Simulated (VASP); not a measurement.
A run of VASP 6.6.1 is set up as follows.

The input INCAR:

```
PREC     = Accurate       # precision mode
ENCUT    = 520            # plane-wave cutoff, eV
EDIFF    = 1E-6           # SCF threshold, eV
ISMEAR   = 0              # smearing method
SIGMA    = 0.1            # smearing width, eV
LREAL    = False          # projectors in reciprocal space
LASPH    = True           # aspherical terms in the spheres
NELM     = 100            # most SCF steps
ALGO     = Fast           # electronic algorithm
ISIF     = 2              # what is computed and relaxed
LWAVE    = False          # write WAVECAR
LCHARG   = False          # write CHGCAR
GGA      = PS             # functional
NBANDS   = 26             # bands
```

File KPOINTS:

```
regular mesh
0
Gamma
  12 12 4
```

File POSCAR:

```
Cs
1.0
    5.3666386631      0.0000000000      0.0000000000
   -2.6833193315      4.6476454151      0.0000000000
    0.0000000000      0.0000000000     17.5460180080
Cs
4
Direct
    0.0000000000      0.0000000000      0.0000000000
    0.3333333333      0.6666666667      0.2500000000
    0.0000000000      0.0000000000      0.5000000000
    0.6666666667      0.3333333333      0.7500000000
```

Potentials or basis: VASP PAW PBE potentials, release 64 (Cs_sv).

Run with:

```console
$ cat potpaw_PBE.64/Cs_sv/POTCAR > POTCAR
$ mpirun -np 1 vasp_std > vasp.out
```

**Question.** What does it give for the band gap on the k mesh?

**Answer.** Zero (bands 18 and 19 overlap by 1.78 eV).

**Question.** Predict the pressure.

**Answer.** 0.0 GPa.

Caveat: the PAW data sets were made with another functional, which shifts forces and pressure a little; spin-orbit coupling is left out, which moves the levels of the heavy elements.
